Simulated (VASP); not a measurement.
Wanted: the native input for a VASP 6.6.1 run.

* Task: single point
* Functional: LDA
* Potentials or basis: VASP PAW LDA potentials, release 64 (Al, As)
* Cutoff: 500 eV
* k mesh: 8 × 8 × 8
* Occupations: gaussian, width 0.02 eV
* Spin: no spin polarisation
* Dipole correction: no
* Further INCAR settings: ALGO = Normal; EDIFF = 1e-06; NBANDS = 11

The structure of AlAs lies in POSCAR:

```
AlAs
1.0
    0.0000000000      2.8143768889      2.8143768889
    2.8143768889      0.0000000000      2.8143768889
    2.8143768889      2.8143768889      0.0000000000
Al As
1 1
Direct
    0.0000000000      0.0000000000      0.0000000000
    0.2500000000      0.2500000000      0.2500000000
```

The input as run:

INCAR

```
PREC = Accurate ; ENCUT = 500
EDIFF = 1E-6 ; ISMEAR = 0
SIGMA = 0.02 ; LREAL = False
LASPH = True ; NELM = 120
ALGO = Normal ; ISIF = 2
LWAVE = False ; LCHARG = True
GGA = CA ; LELF = True
LVHAR = True ; NBANDS = 11
GGA_COMPAT = False
```

KPOINTS

```
Automatic mesh
0
Gamma
  8 8 8
```

Potentials or basis: VASP PAW LDA potentials, release 64 (Al, As).

Launch:

```console
$ cat potpaw_LDA.64/Al/POTCAR potpaw_LDA.64/As/POTCAR > POTCAR
$ mpirun -np 1 vasp_std > vasp.out
```

It gave:

```
Pressure               : 0.4 GPa
Band gap on the k mesh : 1.31 eV (least direct gap 2.02 eV)
```

Run time: 18 s on 1 thread of AMD EPYC 7R43 64-Core Processor (Zen 3), with other jobs on the host, peak memory 0.12 GiB.
